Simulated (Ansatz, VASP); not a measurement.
Two plane-wave programs on Bi2Se3

```
CELL_PARAMETERS angstrom
2.07118 1.19580 9.36414
-2.07118 1.19580 9.36414
0.00000 -2.39160 9.36414
ATOMIC_POSITIONS crystal
Bi 0.40088 0.40088 0.40088
Bi 0.59912 0.59912 0.59912
Se 0.21093 0.21093 0.21093
Se 0.78907 0.78907 0.78907
Se 0.00000 0.00000 0.00000
```

Change from the starting cell: uniaxial_z strain -4.0%.

Alike in both runs: task single point; functional PBE; k mesh 8 × 8 × 8; occupations fermi-dirac, width 0.02 eV; no spin polarisation.

|  | VASP | Ansatz |
| --- | --- | --- |
| version | VASP 6.6.1 | Ansatz 0.2.0 |
| potentials or method | VASP PAW PBE potentials, release 64 (Bi_d, Se) | plane waves, PAW |
| plane-wave cutoff (eV) | 520 | 420 |
| valence electrons in the cell | 48 | 78 |

|  | VASP | Ansatz | Ansatz less VASP |
| --- | --- | --- | --- |
| pressure (GPa) | 3.6 | 3.5 | -0.03 |
| traceless stress, the component that is largest in VASP (GPa) | 0.39 | 0.39 | +0.001 |
| rms of the force components (eV/Å) | 0.088 | 0.083 | -0.0057 |

Atom by atom the forces differ by 0.006 eV/Å (rms over components). With one functional, cell and mesh, what is left measures potentials, basis and numerics. VASP's potentials hold 48 valence electrons a cell and Ansatz's 78, so a difference there can come from the potentials and not from the codes.

Spin-orbit coupling is off throughout.
